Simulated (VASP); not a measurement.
# YAl3N4 (P-1) in VASP: relaxation of cell and atoms with LDA

Aim: the relaxation of cell and atoms of YAl3N4 with LDA.

Everything below comes from runs of VASP 6.6.1. Logs are shortened: lines on timing, memory, paths and dates and some standing lists are left out, and cuts for length are marked.

**1. The cell of the first run**

The typed cell holds 16 atoms: a = 5.732 Å, b = 5.712 Å, c = 6.978 Å, α = 108.66°, β = 89.75°, γ = 120.34°.

**2. Relaxation of cell and atoms, LDA**

Input file INCAR:

```
SYSTEM = YAl3N4
PREC     = Accurate       ! precision mode
ENCUT    = 600            ! plane-wave cutoff, eV
EDIFF    = 1E-7           ! SCF threshold, eV
ISMEAR   = 0              ! smearing method
SIGMA    = 0.02           ! smearing width, eV
LREAL    = .False.        ! projectors in reciprocal space
LASPH    = .True.         ! aspherical terms in the spheres
NELM     = 120            ! most SCF steps
ALGO     = Normal         ! electronic algorithm
ISIF     = 3              ! what is computed and relaxed
LWAVE    = .False.        ! write WAVECAR
LCHARG   = .False.        ! write CHGCAR
GGA      = CA             ! functional
IBRION   = 2              ! ionic algorithm
NSW      = 100            ! ionic steps
EDIFFG   = -0.002         ! ionic threshold
GGA_COMPAT= .False.      
NELMIN   = 4            
KPAR     = 4
```

Input file KPOINTS:

```
Automatic mesh
0
Gamma
  6 6 4
  0 0 0
```

Input file POSCAR:

```
YAl3N4
1.0
    4.9707342587     -2.8549354636      0.0069854424
   -3.3857159790     -0.1117835951     -4.5994385713
    3.5017886159      6.0354372028      0.0490983671
Y Al N
2 6 8
Direct
    0.3198195005      0.0090896906     -0.0118986937
    0.9301804995      0.4909103094      0.1368986937
    0.8305588212     -0.0174893168      0.2549705887
    0.3552949465      0.0739188709      0.5148346371
    0.8237075796     -0.0425454003      0.7312749331
    0.4262924204      0.5425454003      0.3937250669
    0.8947050535      0.4260811291      0.6101653629
    0.4194411788      0.5174893168      0.8700294113
    0.5513521179      0.5325751006      0.1401403407
    0.0628940345      0.4203659050      0.3916957740
    0.6093200446      0.5131603381      0.6128991791
    0.0924556817      0.5238667889      0.8546327687
    0.6986478821     -0.0325751006     -0.0151403407
    0.1575443183     -0.0238667889      0.2703672313
    0.6406799554     -0.0131603381      0.5121008209
    0.1871059655      0.0796340950      0.7333042260
```

Potentials or basis: VASP PAW LDA potentials, release 64 (Y_sv, Al, N).

Run with:

```
> cat potpaw_LDA.64/Y_sv/POTCAR potpaw_LDA.64/Al/POTCAR potpaw_LDA.64/N/POTCAR > POTCAR
> mpirun -np 4 vasp_std > vasp.out
```

OUTCAR:

```text
SYSTEM = YAl3N4
   PREC = Accurate
   ENCUT = 600
   EDIFF = 1E-7
   ISMEAR = 0
   LREAL = .False.
   LASPH = .True.
   NELM = 120
   ISIF = 3
   GGA = CA
   IBRION = 2
   NSW = 100
   EDIFFG = -0.002
   NELMIN = 4

 ion  position               nearest neighbor table
   1  0.320  0.009  0.988-  16 2.16  14 2.20  12 2.23  13 2.30   9 2.41   8 3.00   8 3.05   2 3.06
                             2 3.18   7 3.20   5 3.20   6 3.21   3 3.33   4 3.43   5 3.48   3 3.57
   2  0.930  0.491  0.137-  10 2.16  12 2.20  14 2.23   9 2.30  13 2.41   3 3.00   3 3.05   1 3.06
                             1 3.18   4 3.20   6 3.20   5 3.21   8 3.33   7 3.43   6 3.48   8 3.57
   3  0.831  0.983  0.255-  14 1.90  13 1.99  10 2.01   9 2.08  15 2.09   7 2.78   6 2.88   8 3.00
                             2 3.00   2 3.05   6 3.14   4 3.23   1 3.33   1 3.57
   4  0.355  0.074  0.515-  16 1.80  14 1.81  15 1.93  11 2.03   7 2.63   8 2.78   6 2.90   6 3.11
                             2 3.20   3 3.23   5 3.25   1 3.43   1 3.57
   5  0.824  0.957  0.731-  16 1.83  13 1.90  15 1.96  11 2.04   6 2.72   8 2.88   7 2.90   7 3.11
                             8 3.14   1 3.20   2 3.21   4 3.25   1 3.48
   6  0.426  0.543  0.394-  10 1.83   9 1.90  11 1.96  15 2.04   5 2.72   3 2.88   4 2.90   4 3.11
                             3 3.14   2 3.20   1 3.21   7 3.25   2 3.48
   7  0.895  0.426  0.610-  10 1.80  12 1.81  11 1.93  15 2.03   4 2.63   3 2.78   5 2.90   5 3.11
                             1 3.20   8 3.23   6 3.25   2 3.43   2 3.57
   8  0.419  0.517  0.870-  12 1.90   9 1.99  16 2.01  13 2.08  11 2.09   4 2.78   5 2.88   3 3.00
                             1 3.00   1 3.05   5 3.14   7 3.23   2 3.33   2 3.57
   9  0.551  0.533  0.140-   6 1.90   8 1.99   3 2.08   2 2.30   1 2.41
  10  0.063  0.420  0.392-   7 1.80   6 1.83   3 2.01   2 2.16
  11  0.609  0.513  0.613-   7 1.93   6 1.96   4 2.03   5 2.04   8 2.09
  12  0.092  0.524  0.855-   7 1.81   8 1.90   2 2.20   1 2.23
  13  0.699  0.967  0.985-   5 1.90   3 1.99   8 2.08   1 2.30   2 2.41
  14  0.158  0.976  0.270-   4 1.81   3 1.90   1 2.20   2 2.23
  15  0.641  0.987  0.512-   4 1.93   5 1.96   7 2.03   6 2.04   3 2.09
  16  0.187  0.080  0.733-   4 1.80   5 1.83   8 2.01   1 2.16

  LATTYP: Found a triclinic cell.
 ALAT       =     7.4705248072
 B/A-ratio  =     1.3062637035
 C/A-ratio  =     0.7673180721
 COS(alpha) =     0.0008947886
 COS(beta)  =     0.3821882508
 COS(gamma) =     0.8136538740

  Lattice vectors:

 A1 = (   0.1160726369,   5.9236536077,  -4.5503402042)
 A2 = (   1.7010909166,   2.9569345490,  -9.1427933331)
 A3 = (  -4.9707342587,   2.8549354636,  -0.0069854424)

Analysis of symmetry for initial positions (statically):
=====================================================================
 Subroutine PRICEL returns:
 Original cell was already a primitive cell.

 Routine SETGRP: Setting up the symmetry group for a
 triclinic supercell.

 Subroutine GETGRP returns: Found  2 space group operations
 (whereof  1 operations were pure point group operations)
 out of a pool of  2 trial point group operations.

The static configuration has the point symmetry C_1 .
 The point group associated with its full space group is S_2 .

Analysis of symmetry for dynamics (positions and initial velocities):
=====================================================================
 Subroutine PRICEL returns:
 Original cell was already a primitive cell.

 Routine SETGRP: Setting up the symmetry group for a
 triclinic supercell.

 Subroutine GETGRP returns: Found  2 space group operations
 (whereof  1 operations were pure point group operations)
 out of a pool of  2 trial point group operations.

The dynamic configuration has the point symmetry C_1 .
 The point group associated with its full space group is S_2 .

 Subroutine INISYM returns: Found  2 space group operations
 (whereof  1 operations are pure point group operations),
 and found     1 'primitive' translations

----------------------------------------------------------------------------------------

                                     Primitive cell

  volume of cell :     183.3262

  direct lattice vectors                    reciprocal lattice vectors
     4.970734259 -2.854935464  0.006985442     0.151392102 -0.086949007 -0.109328819
    -3.385715979 -0.111783595 -4.599438571     0.000994582  0.001197829 -0.218179078
     3.501788616  6.035437203  0.049098367     0.071631241  0.124580883 -0.055756617

  length of vectors
     5.732268693  5.712302814  6.977924934     0.205991478  0.218184633  0.154143542

[... 68 lines left out ...]
  0.500000  0.000000  0.000000      1.000000
 -0.000000  0.166667  0.000000      2.000000
  0.166667  0.166667  0.000000      2.000000
[... 16 lines left out ...]
  0.333333  0.000000  0.250000      2.000000
  0.500000  0.000000  0.250000      2.000000
 [... further k-points ...]
   k-points           NKPTS =     76   k-points in BZ     NKDIM =     76   number of bands    NBANDS=     49
   number of dos      NEDOS =    301   number of ions     NIONS =     16
   total plane-waves  NPLWV = 129024
   dimension x,y,z NGX =    48 NGY =   48 NGZ =   56
   dimension x,y,z NGXF=    96 NGYF=   96 NGZF=  112
   ions per type =               2   6   8
   NGX,Y,Z   is equivalent  to a cutoff of  13.92, 13.97, 13.34 a.u.
   NGXF,Y,Z  is equivalent  to a cutoff of  27.84, 27.94, 26.68 a.u.
 SYSTEM =  YAl3N4
   PREC   = accura    normal or accurate (medium, high low for compatibility)
   ISTART =      0    job   : 0-new  1-cont  2-samecut
   ICHARG =      2    charge: 1-file 2-atom 10-const
   ISPIN  =      1    spin polarized calculation?
   LNONCOLLINEAR =      F non collinear calculations
   LSORBIT =      F    spin-orbit coupling
   LASPH  =      T    aspherical Exc in radial PAW
   ENCUT  =  600.0 eV  44.10 Ry    6.64 a.u.  11.45 11.41 13.94*2*pi/ulx,y,z
   NELM   =    120;   NELMIN=  4; NELMDL= -5     # of ELM steps
   EDIFF  = 0.1E-06   stopping-criterion for ELM
   LREAL  =      F    real-space projection
   EDIFFG = -.2E-02   stopping-criterion for IOM
   NSW    =    100    number of steps for IOM
   IBRION =      2    ionic relax: 0-MD 1-quasi-New 2-CG
   NFREE  =      1    steps in history (QN), initial steepest desc. (CG)
   ISIF   =      3    stress and relaxation
   ISYM   =      2    0-nonsym 1-usesym 2-fastsym
   POTIM  = 0.5000    time-step for ionic-motion
   TEBEG  =    0.0;   TEEND  =   0.0 temperature during run
   PSTRESS=    0.0 pullay stress
   NELECT =      80.0000    total number of electrons
   NUPDOWN=      -1.0000    fix difference up-down
   EMIN   =  10.00;   EMAX   =-10.00  energy-range for DOS
   EFERMI =   0.00;   METHOD = LEGACY
   ISMEAR =     0;   SIGMA  =   0.02  broadening in eV -4-tet -1-fermi 0-gaus
   EFERMI_NEDOS =   21; number of points for ismear=-14 and -15
   IALGO  =     38    algorithm
   IMIX   =      4    mixing-type and parameters
     AMIX     =   0.40;   BMIX     =  1.00
     AMIX_MAG =   1.60;   BMIX_MAG =  1.00
  volume/ion in A,a.u.               =      11.46        77.32
  Fermi-wavevector in a.u.,A,eV,Ry     =   1.241738  2.346545 20.979007  1.541913
  Thomas-Fermi vector in A             =   2.376123
   LORBIT       =      0    0 simple, 1 ext, 2 COOP (PROOUT), +10 PAW based schemes
   GGA     = CA    functional components
   LHFCALC =     F    Hartree Fock is set to
   AEXX    =    0.0000 exact exchange contribution
   IVDW    =     0    specifies the selected vdW correction
   LEPSILON=     F    determine dielectric tensor
   LRPA    =     F    only Hartree local field effects (RPA)
 conjugate gradient relaxation of ions
 non-spin polarized calculation
 Gauss-broadening in eV      SIGMA  =   0.02
  energy-cutoff  :      600.00
  volume of cell :      183.33
 maximum number of plane-waves:      6156
 NGX is ok and might be reduce to    48
   NGX = 23   NGY = 23   NGZ = 27

--------------------------------------- Ionic step        1  -------------------------------------------

 number of electron      79.9999999 magnetization

 Free energy of the ion-electron system (eV)
  ---------------------------------------------------
  ext. energy  EPLUGINS =         0.00000000
  ---------------------------------------------------
  free energy    TOTEN  =      -134.36227084 eV

  energy without entropy =     -134.36227084  energy(sigma->0) =     -134.36227084

------------------------ aborting loop because EDIFF is reached ----------------------------------------

  FORCE on cell =-STRESS in cart. coord.  units (eV):
  Direction    XX          YY          ZZ          XY          YZ          ZX
  --------------------------------------------------------------------------------------
  -------------------------------------------------------------------------------------
  Total        0.4526815      0.5149327      0.1601065     -0.0095656     -0.0290536     -0.0453453
  in kB        3.9562060      4.5002495      1.3992496     -0.0835983     -0.2539135     -0.3962951
  external PRESSURE =       3.2852350 kB  Pullay stress =       0.0000000 kB
[... 131 lines left out ...]
  FREE ENERGIE OF THE ION-ELECTRON SYSTEM (eV)
  ---------------------------------------------------
  free  energy   TOTEN  =      -134.3628094981 eV

  energy  without entropy=     -134.3628094981  energy(sigma->0) =     -134.36280950

[... ionic steps 4 to 60 ...]

--------------------------------------- Ionic step       61  -------------------------------------------

 number of electron      80.0000002 magnetization

------------------------ aborting loop because EDIFF is reached ----------------------------------------
[... 95 lines left out ...]
--------------------------------------- Ionic step       63  -------------------------------------------

 number of electron      80.0000002 magnetization

 Free energy of the ion-electron system (eV)
  ---------------------------------------------------
  ext. energy  EPLUGINS =         0.00000000
  ---------------------------------------------------
  free energy    TOTEN  =      -134.38283506 eV

  energy without entropy =     -134.38283506  energy(sigma->0) =     -134.38283506

 E-fermi :   6.3845     XC(G=0): -11.3840

 val. band max:        6.1980538652   @ k =   0.0000   0.0000   0.0000
 cond. band min:       8.3039568599   @ k =  -0.0000  -0.3333   0.2500
 fundamental gap:      2.1059029947
 Fermi energy:         6.3844627377

 k-point     1 :       0.0000    0.0000    0.0000
  band No.  band energies     occupation
      1     -34.1431      2.00000
      2     -33.9779      2.00000
      3     -15.2563      2.00000
      4     -14.8010      2.00000
      5     -14.7165      2.00000
      6     -14.6256      2.00000
[... 1237 lines left out ...]
     48      11.9233      0.00000
     49      12.3944      0.00000

 [... further k-points ...]

------------------------ aborting loop because EDIFF is reached ----------------------------------------

  FORCE on cell =-STRESS in cart. coord.  units (eV):
  Direction    XX          YY          ZZ          XY          YZ          ZX
  --------------------------------------------------------------------------------------
  -------------------------------------------------------------------------------------
  Total        0.0028575      0.0020224      0.0001409      0.0026835      0.0013061      0.0000854
  in kB        0.0253719      0.0179566      0.0012513      0.0238266      0.0115967      0.0007583
  external PRESSURE =       0.0148599 kB  Pullay stress =       0.0000000 kB
[... 31 lines left out ...]
  FREE ENERGIE OF THE ION-ELECTRON SYSTEM (eV)
  ---------------------------------------------------
  free  energy   TOTEN  =      -134.3828350551 eV

  energy  without entropy=     -134.3828350551  energy(sigma->0) =     -134.38283506

 reached required accuracy - stopping structural energy minimisation
```

Run time: 69 min. Hardware: 4 MPI ranks of Intel Xeon 6975P-C (Granite Rapids), shared host; peak memory 0.77 GiB.

Results:

```
Free energy                           : -134.3828 eV
Relaxed volume                        : 11.28 Å³/atom
Relaxed cell                          : a = 5.792 Å, b = 5.589 Å, c = 7.068 Å, α = 108.99°, β = 89.88°, γ = 121.50°
Space group after relaxing (to 0.1 Å) : P-1 (No. 2)
Energy gained by relaxing             : 1.3 meV/atom
Ionic steps                           : 63
Pressure after relaxing               : 0.0 GPa
Band gap on the k mesh                : 2.11 eV (least direct gap 2.48 eV)
```

The path:
```csv
step,energy change (eV),largest force (eV/Å),pressure (GPa),volume (Å³)
1,0.0000,0.0396,0.33,183.33
3,-0.0005,0.0163,-0.04,183.65
5,-0.0007,0.0252,-0.01,183.60
7,-0.0008,0.0270,0.02,183.54
9,-0.0011,0.0250,-0.02,183.52
11,-0.0011,0.0357,-0.04,183.50
13,-0.0013,0.0253,-0.02,183.44
15,-0.0017,0.0343,0.00,183.30
17,-0.0024,0.0866,0.04,182.95
19,-0.0028,0.0805,0.04,182.88
21,-0.0042,0.0776,0.01,182.56
23,-0.0066,0.1957,-0.03,181.25
25,-0.0072,0.1645,-0.03,181.45
27,-0.0078,0.1521,-0.04,181.47
29,-0.0088,0.1733,-0.01,181.09
31,-0.0122,0.1057,0.01,181.02
33,-0.0151,0.0761,0.03,180.92
35,-0.0171,0.0615,-0.03,180.94
37,-0.0185,0.0650,0.01,180.86
39,-0.0190,0.0396,0.05,180.80
41,-0.0194,0.0227,-0.08,180.88
43,-0.0197,0.0173,0.03,180.72
45,-0.0198,0.0299,-0.02,180.72
47,-0.0200,0.0184,-0.01,180.66
49,-0.0201,0.0277,0.00,180.60
51,-0.0203,0.0196,0.02,180.52
53,-0.0204,0.0192,-0.04,180.53
55,-0.0205,0.0142,0.04,180.44
57,-0.0205,0.0063,-0.03,180.48
59,-0.0206,0.0033,0.01,180.44
61,-0.0206,0.0024,0.00,180.45
63,-0.0206,0.0012,0.00,180.45
```

Final structure:
```xyz
16
Lattice="5.0194 -2.8908 0.0121 -3.4181 -0.1024 -4.4213 3.5397 6.1175 0.0295" Properties=species:S:1:pos:R:3 pbc="T T T"
Y     5.0777    5.1216    0.0116
Y     3.4696   -1.9041   -2.1739
Al    1.6868   -0.8910   -4.3390
Al    3.4083    2.1147   -0.1944
Al    3.4088    1.9792   -4.3509
Al    1.7204    1.1358   -2.2326
Al    5.1390    1.1028   -1.9680
Al    3.4425    4.0061   -2.2445
N     1.4670   -0.8051   -2.3339
N     0.2133    2.1824   -1.9894
N     3.4713    1.9909   -2.2357
N     1.7294    4.8981   -2.1412
N     3.6622    3.9202   -4.2497
N     1.7986    1.2102   -0.0332
N     1.6579    1.1242   -4.3479
N     3.3147    3.9259   -0.1850
```
